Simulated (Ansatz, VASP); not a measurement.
# AgBr in VASP and in Ansatz

INCAR

```
SYSTEM = AgBr
  PREC = Accurate
  ENCUT = 500
  EDIFF = 1E-6
  ISMEAR = -1
  SIGMA = 0.03
  LREAL = .False.
  LASPH = .True.
  NELM = 120
  ALGO = Normal
  ISIF = 2
  LWAVE = .False.
  LCHARG = .False.
  GGA = PE
  NBANDS = 16
  GGA_COMPAT = .False.
```

The input KPOINTS:

```
regular mesh
0
Gamma
  9 9 9
  0 0 0
```

Contents of POSCAR:

```
AgBr
1.0
    0.0000000000      2.6644112382      2.6644112382
    2.6644112382      0.0000000000      2.6644112382
    2.6644112382      2.6644112382      0.0000000000
Ag Br
1 1
Direct
    0.0000000000      0.0000000000      0.0000000000
    0.5000000000      0.5000000000      0.5000000000
```

Input for Ansatz:

```yaml
crystal:
  lattice:
    - [0.0, 2.6644112382, 2.6644112382]
    - [2.6644112382, 0.0, 2.6644112382]
    - [2.6644112382, 2.6644112382, 0.0]
  atoms:
    - { symbol: Ag, position: [0.0, 0.0, 0.0] }
    - { symbol: Br, position: [0.5, 0.5, 0.5] }
kpoints:
  mp_grid: { grid: [9, 9, 9] }
  band_path:
    path:
      - [0.0, 0.0, 0.0]
      - [0.5, 0.0, 0.5]
      - [0.625, 0.25, 0.625]
      - [0.375, 0.375, 0.75]
      - [0.0, 0.0, 0.0]
      - [0.5, 0.5, 0.5]
      - [0.5, 0.25, 0.75]
      - [0.5, 0.0, 0.5]
    npoints: 6
scf:
  occupations: { method: fermi_dirac, width: 0.03 }
hamiltonian:
  xc: pbe
  pseudopotentials: { kind: all_electron, lapw: { basis_error: 0.001 } }
output:
  forces: true
  stress: true
  eigenvalues: true
  populations: true
```

Change from the starting cell: volume scaled by 0.8, LAPW.

Alike in both runs: task single point; functional PBE; k mesh 9 × 9 × 9; occupations fermi-dirac, width 0.03 eV; no spin polarisation.

```csv
,VASP,Ansatz
version,VASP 6.6.1,Ansatz 0.2.0
potentials or method,"VASP PAW PBE potentials, release 64 (Ag, Br), cutoff 500 eV","all-electron LAPW, scalar-relativistic"
```

```csv
,VASP,Ansatz,Ansatz less VASP
pressure (GPa),22.2,22.3,+0.04
```

Ansatz ran all-electron here, and VASP with PAW potentials.
